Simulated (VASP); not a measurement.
# Al15GeO24 (a cell with a defect) in VASP: settings compared, part 2 of 2

VASP 6.6.1.

### 3 Single point, PBE

Contents of INCAR:

```
SYSTEM = Al15GeO24
PREC = Accurate
ENCUT = 520
EDIFF = 1E-7
ISMEAR = -1
SIGMA = 0.01
LREAL = Auto
LASPH = .True.
NELM = 60
ALGO = Normal
ISIF = 2
LWAVE = .False.
LCHARG = .True.
GGA = PE
LELF = .True.
LVHAR = .True.
NBANDS = 128
NELECT = 204.0
```

Contents of KPOINTS:

```
Automatic mesh
0
Gamma
  2 2 2
  0.5 0.5 0.5
```

Contents of POSCAR:

```
Al15GeO24
1.0
    2.4039417622      1.3879164235      4.3742070937
   -4.8078835245      2.7758328471      8.7484141875
    0.0000000000     -5.5516656942      8.7484141875
Al Ge O
15 1 24
Direct
    0.6642420704      0.3258371144      0.3270960974
    0.1481109002      0.0769356243      0.0736836350
    0.3504069634      0.1761968889      0.1756468213
    0.6439130521      0.3204352318      0.8312362648
    0.8439547239      0.4289498732      0.9287742934
    0.1576169330      0.0690457340      0.5750556953
    0.3636606809      0.1708034388      0.6765562912
    0.6408046783      0.8308814162      0.3222297257
    0.8565590629      0.9260181902      0.4252089435
    0.1417703164      0.5758062142      0.0746601212
    0.3429185572      0.6818304271      0.1725741473
    0.6486229088      0.8228889513      0.8239322313
    0.8532653431      0.9256817351      0.9260851839
    0.1435703373      0.5711626465      0.5746170103
    0.3445904360      0.6732801971      0.6813449562
    0.8823328495      0.4344143846      0.4380580694
    0.4468237480      0.0259135131      0.3738427119
    0.9505451238      0.1235952994      0.2779881953
    0.0615274872      0.3762023932      0.2067964209
    0.7480160252      0.2220954908      0.0289685180
    0.3148764512      0.2459806350      0.4765222823
    0.5475423477      0.4722356827      0.1279192035
    0.4447237273      0.0285279584      0.8754890272
    0.9458395879      0.1237404616      0.7790181367
    0.0482696753      0.3729926546      0.7216966746
    0.7649510908      0.2064324842      0.5333841314
    0.2441945209      0.2772044563      0.9723193183
    0.4958259061      0.4716797132      0.6576642183
    0.3999910973      0.5292626929      0.3767423604
    0.9381569578      0.6634261575      0.2428378428
    0.0599763407      0.8805629642      0.2210559479
    0.7452157431      0.7241603036      0.0258655956
    0.2516383906      0.7746830570      0.4721823083
    0.5558510514      0.9784441706      0.1210129556
    0.4411185137      0.5293138882      0.8788878102
    0.9263897640      0.6273165468      0.7819805012
    0.0561663187      0.8727754038      0.7225483566
    0.7456498169      0.7189055581      0.5272637166
    0.2558402154      0.7844677429      0.9615866802
    0.5642857717      0.9582107690      0.6289401039
```

Potentials or basis: VASP PAW PBE potentials, release 64 (Al, Ge_d, O).

The run is started by

```bash
$ cat potpaw_PBE.64/Al/POTCAR potpaw_PBE.64/Ge_d/POTCAR potpaw_PBE.64/O/POTCAR > POTCAR
$ mpirun -np 1 vasp_std > vasp.out
```

OUTCAR:

```text
SYSTEM = Al15GeO24
   PREC = Accurate
   ENCUT = 520
   EDIFF = 1E-7
   ISMEAR = -1
   LREAL = Auto
   LASPH = .True.
   NELM = 60
   ISIF = 2
   GGA = PE
   NELECT = 204.0

 ion  position               nearest neighbor table
   1  0.664  0.326  0.327-  21 1.85  19 1.90  18 1.91  29 1.93  22 1.93  26 1.97   3 2.76   7 2.81
                            11 2.87  16 2.87   5 3.28   9 3.29
   2  0.148  0.077  0.074-  31 1.85  20 1.88  23 1.88  27 1.94  18 1.97  34 1.97   3 2.65   9 2.82
                             5 2.82  13 2.83  11 3.24   7 3.25   3 3.27
   3  0.350  0.176  0.176-  19 1.82  20 1.87  17 1.88  34 1.95  18 1.96  27 2.00   2 2.65   4 2.76
                             1 2.76   8 2.77  10 3.27   2 3.27   6 3.27
   4  0.644  0.320  0.831-  28 1.81  27 1.87  24 1.89  20 1.94  25 1.96  35 2.02   5 2.68   3 2.76
                            15 2.83   7 2.88  13 3.23   5 3.27
   5  0.844  0.429  0.929-  36 1.85  22 1.87  27 1.88  35 1.96  20 2.00  25 2.05   4 2.68  10 2.81
                             2 2.82  14 2.83  12 3.22   4 3.27   1 3.28
   6  0.158  0.069  0.575-  26 1.83  37 1.87  17 1.88  21 1.92  40 1.98  24 2.00   7 2.68   9 2.80
                            13 2.81  16 2.90  15 3.24   7 3.25   3 3.27
   7  0.364  0.171  0.677-  26 1.84  23 1.85  21 1.87  25 1.90  24 2.01  40 2.05   6 2.68  12 2.78
                             1 2.81   4 2.88   6 3.25   2 3.25  14 3.26
   8  0.641  0.831  0.322-  30 1.79  34 1.88  33 1.89  17 1.92  38 1.99  31 2.04   9 2.68   3 2.77
                            11 2.82  15 2.88   9 3.21  13 3.24
   9  0.857  0.926  0.425-  40 1.86  18 1.87  33 1.87  31 1.96  17 2.00  38 2.04   8 2.68   6 2.80
[... 37 lines left out ...]
  39  0.256  0.784  0.962-  12 1.82  13 1.85  11 2.01  10 2.04
  40  0.564  0.958  0.629-  12 1.82   9 1.86   6 1.98   7 2.05

  LATTYP: Found a base centered monoclinic cell.
 ALAT       =    14.1357249094
 B/A-ratio  =     0.6802457681
 C/A-ratio  =     0.3664920514
 COS(beta)  =    -0.1016821369

  Lattice vectors:

 A1 = (   7.2118252867,  -1.3879164236,  -4.3742070938)
 A2 = (   2.4039417622,   6.9395821177,  -4.3742070938)
 A3 = (   2.4039417622,   1.3879164235,   4.3742070937)

Analysis of symmetry for initial positions (statically):
=====================================================================
 Subroutine PRICEL returns:
 Original cell was already a primitive cell.

 Routine SETGRP: Setting up the symmetry group for a
 base centered monoclinic supercell.

 Subroutine GETGRP returns: Found  1 space group operations
 (whereof  1 operations were pure point group operations)
 out of a pool of  4 trial point group operations.

The static configuration has the point symmetry C_1 .

Analysis of symmetry for dynamics (positions and initial velocities):
=====================================================================
 Subroutine PRICEL returns:
 Original cell was already a primitive cell.

 Routine SETGRP: Setting up the symmetry group for a
 base centered monoclinic supercell.

 Subroutine GETGRP returns: Found  1 space group operations
 (whereof  1 operations were pure point group operations)
 out of a pool of  4 trial point group operations.

The dynamic configuration has the point symmetry C_1 .

 Subroutine INISYM returns: Found  1 space group operations
 (whereof  1 operations are pure point group operations),
 and found     1 'primitive' translations

[... 127 lines left out ...]
  0.250000  0.250000  0.250000      2.000000
 -0.250000  0.250000  0.250000      2.000000
  0.250000 -0.250000  0.250000      2.000000
 -0.250000 -0.250000  0.250000      2.000000
   k-points           NKPTS =      4   k-points in BZ     NKDIM =      4   number of bands    NBANDS=    128
   number of dos      NEDOS =    301   number of ions     NIONS =     40
   total plane-waves  NPLWV = 256000
   dimension x,y,z NGX =    40 NGY =   80 NGZ =   80
   dimension x,y,z NGXF=    80 NGYF=  160 NGZF=  160
   ions per type =              15   1  24
   NGX,Y,Z   is equivalent  to a cutoff of  12.84, 12.84, 12.84 a.u.
   NGXF,Y,Z  is equivalent  to a cutoff of  25.67, 25.67, 25.67 a.u.
 SYSTEM =  Al15GeO24
   PREC   = accura    normal or accurate (medium, high low for compatibility)
   ISTART =      0    job   : 0-new  1-cont  2-samecut
   ICHARG =      2    charge: 1-file 2-atom 10-const
   ISPIN  =      1    spin polarized calculation?
   LNONCOLLINEAR =      F non collinear calculations
   LSORBIT =      F    spin-orbit coupling
   LASPH  =      T    aspherical Exc in radial PAW
   ENCUT  =  520.0 eV  38.22 Ry    6.18 a.u.   9.63 19.27 19.27*2*pi/ulx,y,z
   NELM   =     60;   NELMIN=  2; NELMDL= -5     # of ELM steps
   EDIFF  = 0.1E-06   stopping-criterion for ELM
   LREAL  =      T    real-space projection
   EDIFFG = 0.1E-05   stopping-criterion for IOM
   NSW    =      0    number of steps for IOM
   IBRION =     -1    ionic relax: 0-MD 1-quasi-New 2-CG
   NFREE  =      0    steps in history (QN), initial steepest desc. (CG)
   ISIF   =      2    stress and relaxation
   ISYM   =      2    0-nonsym 1-usesym 2-fastsym
   POTIM  = 0.5000    time-step for ionic-motion
   TEBEG  =    0.0;   TEEND  =   0.0 temperature during run
   PSTRESS=    0.0 pullay stress
   NELECT =     204.0000    total number of electrons
   NUPDOWN=      -1.0000    fix difference up-down
   EMIN   =  10.00;   EMAX   =-10.00  energy-range for DOS
   EFERMI =   0.00;   METHOD = LEGACY
   ISMEAR =    -1;   SIGMA  =   0.01  broadening in eV -4-tet -1-fermi 0-gaus
   EFERMI_NEDOS =   21; number of points for ismear=-14 and -15
   IALGO  =     38    algorithm
   IMIX   =      4    mixing-type and parameters
     AMIX     =   0.40;   BMIX     =  1.00
     AMIX_MAG =   1.60;   BMIX_MAG =  1.00
  volume/ion in A,a.u.               =       8.76        59.09
  Fermi-wavevector in a.u.,A,eV,Ry     =   1.367159  2.583555 25.430962  1.869123
  Thomas-Fermi vector in A             =   2.493236
   LORBIT       =      0    0 simple, 1 ext, 2 COOP (PROOUT), +10 PAW based schemes
   GGA     = PE    functional components
   LHFCALC =     F    Hartree Fock is set to
   AEXX    =    0.0000 exact exchange contribution
   IVDW    =     0    specifies the selected vdW correction
   LEPSILON=     F    determine dielectric tensor
   LRPA    =     F    only Hartree local field effects (RPA)
 non-spin polarized calculation
  energy-cutoff  :      520.00
  volume of cell :      350.27
 maximum number of plane-waves:      9444
 NGX is ok and might be reduce to    40
   NGX = 19   NGY = 39   NGZ = 39

 number of electron     204.0000008 magnetization

 Free energy of the ion-electron system (eV)
  ---------------------------------------------------
  ext. energy  EPLUGINS =         0.00000000
  ---------------------------------------------------
  free energy    TOTEN  =      -284.43117947 eV

  energy without entropy =     -284.43117947  energy(sigma->0) =     -284.43117947

 E-fermi :   9.2782     XC(G=0): -11.6654

 val. band max:        9.0193209437   @ k =  -0.2500  -0.2500   0.2500
 cond. band min:      12.5574482376   @ k =   0.2500   0.2500   0.2500
 fundamental gap:      3.5381272940
 Fermi energy:         9.2782059106

 k-point     1 :       0.2500    0.2500    0.2500
  band No.  band energies     occupation
      1     -15.4369      2.00000
      2     -15.4231      2.00000
      3     -15.3998      2.00000
      4     -15.3816      2.00000
      5     -15.3740      2.00000
      6     -13.0956      2.00000
[... 457 lines left out ...]
    113      15.7190      0.00000
    114      15.8524      0.00000
 [bands above 114 left out]

------------------------ aborting loop because EDIFF is reached ----------------------------------------

  FORCE on cell =-STRESS in cart. coord.  units (eV):
  Direction    XX          YY          ZZ          XY          YZ          ZX
  --------------------------------------------------------------------------------------
  -------------------------------------------------------------------------------------
  Total       31.0634690     31.7886011     24.5093469     -0.8363656     -0.6310447     -0.3483579
  in kB      142.0897324    145.4066133    112.1100331     -3.8256825     -2.8865088     -1.5934500
  external PRESSURE =     133.2021263 kB  Pullay stress =       0.0000000 kB

 VOLUME and BASIS-vectors are now :
 -----------------------------------------------------------------------------
  energy-cutoff  :      520.00
  volume of cell :      350.27
      direct lattice vectors                 reciprocal lattice vectors
     2.403941762  1.387916424  4.374207094     0.207991728  0.120084080  0.076204287
    -4.807883525  2.775832847  8.748414187    -0.103995864  0.060042040  0.038102144
     0.000000000 -5.551665694  8.748414187    -0.000000000 -0.120084080  0.038102144

 POSITION                                       TOTAL-FORCE (eV/Angst)
 -----------------------------------------------------------------------------------
      0.03021      0.01045      8.61766         0.002223     -0.003693     -0.001577
     -0.01385      0.01006      1.96555        -0.003856      0.009444     -0.005809
     -0.00478      0.00030      4.61083        -0.019622      0.005797      0.016848
      0.00731     -2.83157     12.89191         0.012732      0.012877     -0.018831
     -0.03352     -2.79421     15.56957         0.007004     -0.012079      0.002980
      0.04694     -2.78210      6.32432        -0.019075      0.015966      0.001227
[... 32 lines left out ...]
     -3.15660     -2.80577     16.39431         0.019312      0.004134      0.007329
     -3.25046     -0.04865     16.35336         0.032829     -0.004847      0.009525
 -----------------------------------------------------------------------------------
    total drift:                                0.011039      0.003318     -0.000476

  FREE ENERGIE OF THE ION-ELECTRON SYSTEM (eV)
  ---------------------------------------------------
  free  energy   TOTEN  =      -284.4311794668 eV

  energy  without entropy=     -284.4311794668  energy(sigma->0) =     -284.43117947
```

Wall time 16 min (1 thread of Oxide Virtual Turin-like, shared host); peak memory 0.57 GiB.

Results:

| Item | Value |
| --- | --- |
| Free energy | -284.4312 eV |
| Largest force | 0.092 eV/Å |

Forces on the atoms (eV/Å):
```
Al   0.002 -0.004 -0.002
Al  -0.004  0.009 -0.006
Al  -0.020  0.006  0.017
Al   0.013  0.013 -0.019
Al   0.007 -0.012  0.003
Al  -0.019  0.016  0.001
Al  -0.007  0.019  0.007
Al   0.011  0.001 -0.018
Al  -0.006 -0.005  0.004
Al   0.002 -0.023 -0.006
Al   0.003 -0.005  0.007
Al  -0.006  0.003 -0.014
Al  -0.010 -0.003  0.015
Al   0.025  0.010  0.001
Al   0.012  0.002 -0.002
Ge   0.005 -0.006 -0.029
O    0.007 -0.004  0.016
O   -0.003  0.024  0.017
O   -0.004  0.052 -0.024
O    0.005  0.001  0.005
O    0.057 -0.004  0.016
O    0.022  0.008  0.011
O    0.004 -0.012  0.007
O    0.000 -0.004  0.014
O    0.008  0.003  0.015
O    0.006 -0.045 -0.052
O    0.017 -0.030 -0.040
O   -0.075 -0.032  0.043
O   -0.023  0.009  0.000
O   -0.043  0.043  0.036
O    0.007  0.001 -0.018
O   -0.009  0.001 -0.006
O   -0.009 -0.012 -0.004
O   -0.003 -0.001 -0.006
O   -0.014 -0.010  0.008
O   -0.012 -0.014 -0.005
O    0.019  0.003 -0.011
O   -0.016  0.006  0.003
O    0.019  0.004  0.007
O    0.033 -0.005  0.010
```

Levels at points of the mesh, in eV from the Fermi level:
```csv
k point,band 99,band 100,band 101,band 102,band 103,band 104,band 105,band 106
"(0.25, 0.25, 0.25)",-3.58,-3.46,-3.36,-0.34,3.28,3.73,4.50,4.68
```

Caveat: the k points lie up to 0.61 Å⁻¹ apart; the cell carries a net charge on a neutralising background, which shifts energy and pressure; the cell is charged against a uniform background, so pressure and absolute levels hang on convention.
